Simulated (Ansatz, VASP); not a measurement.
Two plane-wave programs on Ge

INCAR

```
SYSTEM = Ge
  ALGO = Normal
  EDIFF = 1E-6
  ENCUT = 520
  ISIF = 2
  ISMEAR = 0
  LASPH = .True.
  LCHARG = .False.
  LREAL = .False.
  LWAVE = .False.
  NBANDS = 21
  NELM = 100
  PREC = Accurate
  SIGMA = 0.15
```

Contents of KPOINTS:

```
k-points
0
Gamma
  14 14 14
  0 0 0
```

The input POSCAR:

```
Ge
1.0
    0.0000000000      2.9419208000      2.8287700000
    2.8287700000      0.0000000000      2.8287700000
    2.8287700000      2.9419208000      0.0000000000
Ge
2
Direct
    0.5000000000      0.5000000000      0.5000000000
    0.7500000000      0.7500000000      0.7500000000
```

Input for Ansatz:

```yaml
crystal:
  lattice:
    - [0.0, 2.9419208, 2.82877]
    - [2.82877, 0.0, 2.82877]
    - [2.82877, 2.9419208, 0.0]
  atoms:
    - { symbol: Ge, position: [0.5, 0.5, 0.5] }
    - { symbol: Ge, position: [0.75, 0.75, 0.75] }
basis:
  ecutwfc: 420
kpoints:
  mp_grid: { grid: [14, 14, 14] }
hamiltonian:
  xc: lda
scf:
  occupations: { method: gaussian, width: 0.15 }
output:
  forces: true
  stress: true
  eigenvalues: true
```

Change from the starting cell: strain +0.0400 x Voigt [0, 1, 0, 0, 0, 0], atoms carried along.

Alike in both runs: task single point; functional LDA; k mesh 14 × 14 × 14; occupations gaussian, width 0.15 eV; no spin polarisation.

|  | VASP | Ansatz |
| --- | --- | --- |
| version | VASP 6.6.1 | Ansatz 0.2.0 |
| potentials or method | VASP PAW LDA potentials, release 64 (Ge_d), cutoff 520 eV | scalar-relativistic, plane waves, PAW |
| valence electrons in the cell | 28 | 28 |

```tsv
	VASP	Ansatz	Ansatz less VASP
gap on the k mesh at the Fermi level (eV)	none	none	-
pressure (GPa)	-3.5	-3.6	-0.12
traceless stress, the component that is largest in VASP (GPa)	-1.92	-1.92	+0.007
```

LDA's correlation is that of Perdew and Zunger in VASP and of Perdew and Wang (1992) in Ansatz. A gap of «none» marks a metal or a gap that the smearing closes.
